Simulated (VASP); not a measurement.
# Ni in VASP: single point with PBEsol

Aim: the single point of Ni with PBEsol.

Everything below comes from runs of VASP 6.6.1. Logs are shortened: lines on timing, memory, paths and dates and some standing lists are left out, and cuts for length are marked.

### Step 1. The cell of the first run

The cell holds a slab with vacuum, 4 atoms: a = 2.449 Å, b = 2.449 Å, c = 22.998 Å, α = 90.00°, β = 90.00°, γ = 120.00°.

### Step 2. Single point, PBEsol, collinear spin, ferromagnetic start

File INCAR:

```
SYSTEM = Ni
PREC     = Accurate       ! precision mode
ENCUT    = 520            ! plane-wave cutoff, eV
EDIFF    = 1E-7           ! SCF threshold, eV
ISMEAR   = 0              ! smearing method
SIGMA    = 0.1            ! smearing width, eV
LREAL    = .FALSE.        ! projectors in reciprocal space
LASPH    = .TRUE.         ! aspherical terms in the spheres
NELM     = 150            ! most SCF steps
ALGO     = Normal         ! electronic algorithm
ISIF     = 2              ! what is computed and relaxed
LWAVE    = .FALSE.        ! write WAVECAR
LCHARG   = .FALSE.        ! write CHGCAR
ISPIN    = 2              ! spin polarisation
MAGMOM   = 0.73 0.73 0.73 0.73 ! initial moments
LORBIT   = 11             ! projections on sites
LMAXMIX  = 4              ! l up to which the mixer works
LDIPOL   = .TRUE.       
IDIPOL   = 3            
DIPOL    = 0.5 0.5 0.499
GGA      = PS             ! functional
NBANDS   = 32             ! bands
```

File KPOINTS:

```
regular mesh
0
G
  12 12 1
  0 0 0
```

File POSCAR:

```
Ni
1.0
    2.4488168674      0.0000000000      0.0000000000
   -1.2244084337      2.1207376164      0.0000000000
    0.0000000000      0.0000000000     22.9983517986
Ni
4
Direct
    0.6666666667      0.3333333333      0.3695917027
    0.3333333333      0.6666666667      0.4565305676
    0.0000000000      0.0000000000      0.5429818206
    0.6666666667      0.3333333333      0.6287801276
```

Potentials or basis: VASP PAW PBE potentials, release 64 (Ni).

On the command line:

```sh
$ cat potpaw_PBE.64/Ni/POTCAR > POTCAR
$ mpirun -np 1 vasp_std > vasp.out
```

OUTCAR:

```text
SYSTEM = Ni
   PREC = Accurate
   ENCUT = 520
   EDIFF = 1E-7
   ISMEAR = 0
   LREAL = .FALSE.
   LASPH = .TRUE.
   NELM = 150
   ISIF = 2
   ISPIN = 2
   LORBIT = 11
   GGA = PS

 ion  position               nearest neighbor table
   1  0.667  0.333  0.370-   2 2.45   2 2.45   2 2.45
   2  0.333  0.667  0.457-   3 2.44   3 2.44   3 2.44   1 2.45   1 2.45   1 2.45
   3  0.000  0.000  0.543-   4 2.43   4 2.43   4 2.43   2 2.44   2 2.44   2 2.44
   4  0.667  0.333  0.629-   3 2.43   3 2.43   3 2.43

  LATTYP: Found a hexagonal cell.
 ALAT       =     2.4488168674
 C/A-ratio  =     9.3916176848

  Lattice vectors:

 A1 = (   2.4488168674,   0.0000000000,   0.0000000000)
 A2 = (  -1.2244084337,   2.1207376164,   0.0000000000)
 A3 = (   0.0000000000,   0.0000000000,  22.9983517986)

Analysis of symmetry for initial positions (statically):
=====================================================================
 Subroutine PRICEL returns:
 Original cell was already a primitive cell.

 Routine SETGRP: Setting up the symmetry group for a
 hexagonal supercell.

 Subroutine GETGRP returns: Found  6 space group operations
 (whereof  6 operations were pure point group operations)
 out of a pool of 24 trial point group operations.

The static configuration has the point symmetry C_3v.

Analysis of symmetry for dynamics (positions and initial velocities):
=====================================================================
 Subroutine PRICEL returns:
 Original cell was already a primitive cell.

 Routine SETGRP: Setting up the symmetry group for a
 hexagonal supercell.

 Subroutine GETGRP returns: Found  6 space group operations
 (whereof  6 operations were pure point group operations)
 out of a pool of 24 trial point group operations.

The dynamic configuration has the point symmetry C_3v.

Analysis of structural, dynamic, and magnetic symmetry:
=====================================================================
 Subroutine PRICEL returns:
 Original cell was already a primitive cell.

 Routine SETGRP: Setting up the symmetry group for a
 hexagonal supercell.

 Subroutine GETGRP returns: Found  6 space group operations
 (whereof  6 operations were pure point group operations)
 out of a pool of 24 trial point group operations.

The overall configuration has the point symmetry C_3v.

 Subroutine INISYM returns: Found  6 space group operations
 (whereof  6 operations are pure point group operations),
 and found     1 'primitive' translations

----------------------------------------------------------------------------------------

                                     Primitive cell

  volume of cell :     119.4373

  direct lattice vectors                    reciprocal lattice vectors
     2.448816867  0.000000000  0.000000000     0.408360467  0.235767026  0.000000000
    -1.224408434  2.120737616  0.000000000     0.000000000  0.471534051  0.000000000
     0.000000000  0.000000000 22.998351799     0.000000000  0.000000000  0.043481377

  length of vectors
     2.448816867  2.448816867 22.998351799     0.471534051  0.471534051  0.043481377

  position of ions in fractional coordinates (direct lattice)
     0.666666667  0.333333333  0.369591703
     0.333333333  0.666666667  0.456530568
     0.000000000  0.000000000  0.542981821
     0.666666667  0.333333333  0.628780128

  ion indices of the primitive-cell ions
   primitive index   ion index
                 1           1
                 2           2
                 3           3
                 4           4

----------------------------------------------------------------------------------------

 KPOINTS: regular mesh

Automatic generation of k-mesh.
 Grid dimensions read from file:
 generate k-points for:   12   12    1

 Generating k-lattice:

  Cartesian coordinates                     Fractional coordinates (reciprocal lattice)
     0.034030039  0.019647252  0.000000000     0.083333333 -0.000000000  0.000000000
     0.000000000  0.039294504  0.000000000     0.000000000  0.083333333  0.000000000
     0.000000000  0.000000000  0.043481377     0.000000000  0.000000000  1.000000000

  Length of vectors
     0.039294504  0.039294504  0.043481377

  Shift w.r.t. Gamma in fractional coordinates (k-lattice)
     0.000000000  0.000000000  0.000000000

 Subroutine IBZKPT returns following result:
 ===========================================

 Found     19 irreducible k-points:

 Following reciprocal coordinates:
            Coordinates               Weight
  0.000000  0.000000  0.000000      1.000000
  0.083333  0.000000  0.000000      6.000000
  0.166667  0.000000  0.000000      6.000000
  0.250000  0.000000  0.000000      6.000000
  0.333333 -0.000000  0.000000      6.000000
  0.416667 -0.000000  0.000000      6.000000
[... 11 lines left out ...]
  0.333333  0.250000  0.000000     12.000000
  0.333333  0.333333  0.000000      2.000000
   k-points           NKPTS =     19   k-points in BZ     NKDIM =     19   number of bands    NBANDS=     32
   number of dos      NEDOS =    301   number of ions     NIONS =      4
   total plane-waves  NPLWV =  58320
   dimension x,y,z NGX =    18 NGY =   18 NGZ =  180
   dimension x,y,z NGXF=    36 NGYF=   36 NGZF=  360
   ions per type =               4
   NGX,Y,Z   is equivalent  to a cutoff of  12.22, 12.22, 13.01 a.u.
   NGXF,Y,Z  is equivalent  to a cutoff of  24.44, 24.44, 26.02 a.u.
 SYSTEM =  Ni
   PREC   = accura    normal or accurate (medium, high low for compatibility)
   ISTART =      0    job   : 0-new  1-cont  2-samecut
   ICHARG =      2    charge: 1-file 2-atom 10-const
   ISPIN  =      2    spin polarized calculation?
   LNONCOLLINEAR =      F non collinear calculations
   LSORBIT =      F    spin-orbit coupling
   LASPH  =      T    aspherical Exc in radial PAW
   ENCUT  =  520.0 eV  38.22 Ry    6.18 a.u.   4.55  4.55 42.76*2*pi/ulx,y,z
   NELM   =    150;   NELMIN=  2; NELMDL= -5     # of ELM steps
   EDIFF  = 0.1E-06   stopping-criterion for ELM
   LREAL  =      F    real-space projection
   EDIFFG = 0.1E-05   stopping-criterion for IOM
   NSW    =      0    number of steps for IOM
   IBRION =     -1    ionic relax: 0-MD 1-quasi-New 2-CG
   NFREE  =      0    steps in history (QN), initial steepest desc. (CG)
   ISIF   =      2    stress and relaxation
   ISYM   =      2    0-nonsym 1-usesym 2-fastsym
   POTIM  = 0.5000    time-step for ionic-motion
   TEBEG  =    0.0;   TEEND  =   0.0 temperature during run
   PSTRESS=    0.0 pullay stress
   NELECT =      40.0000    total number of electrons
   NUPDOWN=      -1.0000    fix difference up-down
   EMIN   =  10.00;   EMAX   =-10.00  energy-range for DOS
   EFERMI =   0.00;   METHOD = LEGACY
   ISMEAR =     0;   SIGMA  =   0.10  broadening in eV -4-tet -1-fermi 0-gaus
   EFERMI_NEDOS =   21; number of points for ismear=-14 and -15
   IALGO  =     38    algorithm
   IMIX   =      4    mixing-type and parameters
     AMIX     =   0.40;   BMIX     =  1.00
     AMIX_MAG =   1.60;   BMIX_MAG =  1.00
  volume/ion in A,a.u.               =      29.86       201.50
  Fermi-wavevector in a.u.,A,eV,Ry     =   1.136881  2.148393 17.585495  1.292497
  Thomas-Fermi vector in A             =   2.273586
   LORBIT       =     11    0 simple, 1 ext, 2 COOP (PROOUT), +10 PAW based schemes
   GGA     = PS    functional components
   LHFCALC =     F    Hartree Fock is set to
   AEXX    =    0.0000 exact exchange contribution
   IVDW    =     0    specifies the selected vdW correction
   LEPSILON=     F    determine dielectric tensor
   LRPA    =     F    only Hartree local field effects (RPA)
 spin polarized calculation
 Gauss-broadening in eV      SIGMA  =   0.10
  energy-cutoff  :      520.00
  volume of cell :      119.44
 maximum number of plane-waves:      3268
   NGX =  9   NGY =  9   NGZ = 85

 dipolmoment           0.000000      0.000000      0.000090 electrons x Angstroem

 number of electron      39.9999967 magnetization       2.5877566

 dipolmoment           0.000000      0.000000     -0.000280 electrons x Angstroem

 Free energy of the ion-electron system (eV)
  ---------------------------------------------------
  ext. energy  EPLUGINS =         0.00000000
  ---------------------------------------------------
  free energy    TOTEN  =       -23.05992710 eV

  energy without entropy =      -23.01913067  energy(sigma->0) =      -23.03952888

 E-fermi :   0.0826     XC(G=0):  -5.5740

 val. band max:        0.0789912927   @ k =   0.4167  -0.0000   0.0000
 cond. band min:       0.0938821849   @ k =   0.2500   0.2500   0.0000
 fundamental gap:      0.0148908922
 Fermi energy:         0.0826281247

 spin component 1

 k-point     1 :       0.0000    0.0000    0.0000
  band No.  band energies     occupation
      1      -8.8436      1.00000
      2      -7.4123      1.00000
      3      -5.7152      1.00000
      4      -5.0638      1.00000
      5      -2.6181      1.00000
      6      -2.5163      1.00000
[... 654 lines left out ...]
     31      11.9102      0.00000
     32      11.9432      0.00000
 Fermi energy:         0.0826281247

 spin component 2

 k-point     1 :       0.0000    0.0000    0.0000
  band No.  band energies     occupation
      1      -8.8536      1.00000
      2      -7.4169      1.00000
      3      -5.6256      1.00000
      4      -4.7045      1.00000
      5      -1.9613      1.00000
      6      -1.8569      1.00000
[... 654 lines left out ...]
     31      12.0137      0.00000
     32      12.0479      0.00000

------------------------ aborting loop because EDIFF is reached ----------------------------------------

 vacuum level on the upper side and lower side of the slab       (xc-potential included)        -0.064        -0.039

  FORCE on cell =-STRESS in cart. coord.  units (eV):
  Direction    XX          YY          ZZ          XY          YZ          ZX
  --------------------------------------------------------------------------------------
  -------------------------------------------------------------------------------------
  Total       -1.7085424     -1.7085424     -0.3141943      0.0000000      0.0000000      0.0000000
  in kB      -22.9190382    -22.9190382     -4.2147216      0.0000000      0.0000000      0.0000000
  external PRESSURE =     -16.6842660 kB  Pullay stress =       0.0000000 kB

 VOLUME and BASIS-vectors are now :
 -----------------------------------------------------------------------------
  energy-cutoff  :      520.00
  volume of cell :      119.44
      direct lattice vectors                 reciprocal lattice vectors
     2.448816867  0.000000000  0.000000000     0.408360467  0.235767026  0.000000000
    -1.224408434  2.120737616  0.000000000     0.000000000  0.471534051  0.000000000
     0.000000000  0.000000000 22.998351799     0.000000000  0.000000000  0.043481377

 POSITION                                       TOTAL-FORCE (eV/Angst)
 -----------------------------------------------------------------------------------
      1.22441      0.70691      8.50000        -0.000000      0.000000      0.157220
     -0.00000      1.41383     10.49945        -0.000000     -0.000000     -0.157427
      0.00000      0.00000     12.48769         0.000000      0.000000     -0.001938
      1.22441      0.70691     14.46091         0.000000      0.000000      0.002145
 -----------------------------------------------------------------------------------
    total drift:                                0.000000      0.000000      0.000299

  FREE ENERGIE OF THE ION-ELECTRON SYSTEM (eV)
  ---------------------------------------------------
  free  energy   TOTEN  =       -23.0599270984 eV

  energy  without entropy=      -23.0191306678  energy(sigma->0) =      -23.03952888

 vacuum level on the upper side and lower side of the slab         5.312         5.341

 total charge

# of ion       s       p       d       tot
------------------------------------------
    1        0.509   0.417   8.318   9.243
    2        0.518   0.546   8.331   9.396
    3        0.521   0.553   8.334   9.409
    4        0.512   0.423   8.321   9.256
--------------------------------------------------
tot          2.060   1.940  33.305  37.305

 magnetization (x)

# of ion       s       p       d       tot
------------------------------------------
    1       -0.007  -0.025   0.661   0.628
    2       -0.007  -0.026   0.716   0.683
    3       -0.007  -0.026   0.715   0.683
    4       -0.007  -0.025   0.667   0.634
--------------------------------------------------
tot         -0.029  -0.102   2.758   2.628
```

Wall time 4.5 min (1 thread of Intel Xeon 6975P-C (Granite Rapids), shared host); peak memory 0.34 GiB.

What came out:

```yaml
Free_energy: -23.0599 eV
Largest_force: 0.157 eV/Å
Net_moment: 2.59 μB per cell
Site_moments: Ni +0.63, +0.68 (each value once) μB
Valence_electrons_inside_the_program's_atomic_spheres: Ni 9.24, 9.40, 9.41, 9.26
```

Forces on the atoms (eV/Å):
```
Ni   0.000  0.000  0.157
Ni   0.000  0.000 -0.157
Ni   0.000  0.000 -0.002
Ni   0.000  0.000  0.002
```

Levels at points of the mesh, in eV from the Fermi level:
Spin up:
```tsv
k point	band 18	band 19	band 20	band 21	band 22	band 23	band 24	band 25
(0.00, 0.00, 0.00)	-1.18	-1.18	-0.75	-0.75	-0.69	-0.59	-0.59	0.22
(0.50, 0.00, 0.00)	-0.56	-0.34	-0.32	0.61	1.91	2.59	2.65	6.39
```
Spin down:
```
           k point  band 14  band 15  band 16  band 17  band 18  band 19  band 20  band 21  band 22  band 23
(0.00, 0.00, 0.00)    -1.44    -1.44    -0.68    -0.68    -0.51    -0.49    -0.49    -0.07    -0.07     0.16
(0.50, 0.00, 0.00)    -0.29    -0.02     0.05     0.17     0.29     0.43     0.45     0.83     2.17     2.79
```

Caveat: the PAW data sets were made with another functional, which shifts forces and pressure a little.
